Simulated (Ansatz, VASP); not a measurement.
# Zr2Al3C in VASP and in Ansatz

Contents of POSCAR:

```
Zr2Al3C
1.0
    3.4226130000      0.0000000000      0.0000000000
    0.0000000000      3.4226130000      0.0000000000
    0.0000000000      0.0000000000      7.5542610000
C Zr Al
1 2 3
Direct
    0.0000000000      0.0000000000      0.0000000000
    0.0000000000      0.5000000000      0.7365000000
    0.5000000000      0.0000000000      0.2635000000
    0.5000000000      0.5000000000      0.0000000000
    0.0000000000      0.5000000000      0.3835000000
    0.5000000000      0.0000000000      0.6165000000
```

INCAR.step1

```
PREC = Accurate ; ENCUT = 520
ISMEAR = 0 ; SIGMA = 0.1076
LREAL = F ; LASPH = T
NELM = 100 ; NBANDS = 28
GGA = PE ; ALGO = Normal
EDIFF = 1E-4 ; LWAVE = T
LCHARG = F
```

File INCAR.step2:

```
PREC = Accurate ; ENCUT = 520
EDIFF = 1E-6 ; ISMEAR = 0
SIGMA = 0.1076 ; LREAL = F
LASPH = T ; NELM = 100
ALGO = Normal ; ISIF = 2
LWAVE = F ; LCHARG = F
METAGGA = R2SCAN ; LMIXTAU = T
NBANDS = 28 ; ISTART = 1
```

Contents of KPOINTS:

```
Automatic mesh
0
Gamma
  10 10 5
```

Input for Ansatz:

```yaml
crystal:
  lattice:
    - [3.422613, 0.0, 0.0]
    - [0.0, 3.422613, 0.0]
    - [0.0, 0.0, 7.554261]
  atoms:
    - { symbol: C, position: [0.0, 0.0, 0.0] }
    - { symbol: Zr, position: [0.0, 0.5, 0.7365] }
    - { symbol: Zr, position: [0.5, 0.0, 0.2635] }
    - { symbol: Al, position: [0.5, 0.5, 0.0] }
    - { symbol: Al, position: [0.0, 0.5, 0.3835] }
    - { symbol: Al, position: [0.5, 0.0, 0.6165] }
  symmetry: { tolerance: 0.0003 }
kpoints:
  mp_grid: { grid: [10, 10, 5], shift: [0, 0, 0] }
  band_path:
    path:
      - [0.0, 0.0, 0.0]
      - [0.0, 0.5, 0.0]
      - [0.5, 0.5, 0.0]
      - [0.0, 0.0, 0.0]
      - [0.0, 0.0, 0.5]
      - [0.0, 0.5, 0.5]
      - [0.5, 0.5, 0.5]
      - [0.0, 0.0, 0.5]
      - [0.0, 0.5, 0.0]
      - [0.0, 0.5, 0.5]
      - [0.5, 0.5, 0.0]
    npoints: 6
magnetization:
  spin_polarized: false
scf:
  occupations: { method: gaussian, width: 0.1076 }
  lower_state_search: "off"
  max_iter: 200
hamiltonian:
  pseudopotentials: { kind: paw }
  xc: r2scan
basis:
  ecutwfc: 500
  fft_grid_basis: typed
output:
  forces: true
  stress: true
  eigenvalues: true
  bader: true
  populations: true
  elf: true
  write_potential: true
  volumetric_format: npy
  dos:
    e_range: [-12, 8]
    de: 0.05
    projected: { site_lists: { Al: [Al], C: [C], Zr: [Zr] } }
checkpoint:
  read: saved_state
```

Alike in both runs: task single point; functional r2SCAN; k mesh 10 × 10 × 5; occupations gaussian, width 0.1076 eV; no spin polarisation.

|  | VASP | Ansatz |
| --- | --- | --- |
| version | VASP 6.6.1 | Ansatz 0.2.0 |
| potentials or method | VASP PAW PBE potentials, release 64 (C, Zr_sv, Al), cutoff 520 eV | PAW plane waves |
| valence electrons in the cell | 37 | 37 |

Ansatz gave:

| Quantity | Value |
| --- | --- |
| pressure (GPa) | 21.4 |
| traceless stress, the component that is largest in VASP (GPa) | -0.72 |
| rms of the force components (eV/Å) | 0.341 |

**Question.** What did VASP give for the same quantities?

**Answer.** Pressure (GPa): 21.3; traceless stress, the component that is largest in VASP (GPa): -0.70; rms of the force components (eV/Å): 0.344.

VASP's potentials were made for PBE, not for r2SCAN. Atom by atom the forces differ by 0.003 eV/Å (rms over components).
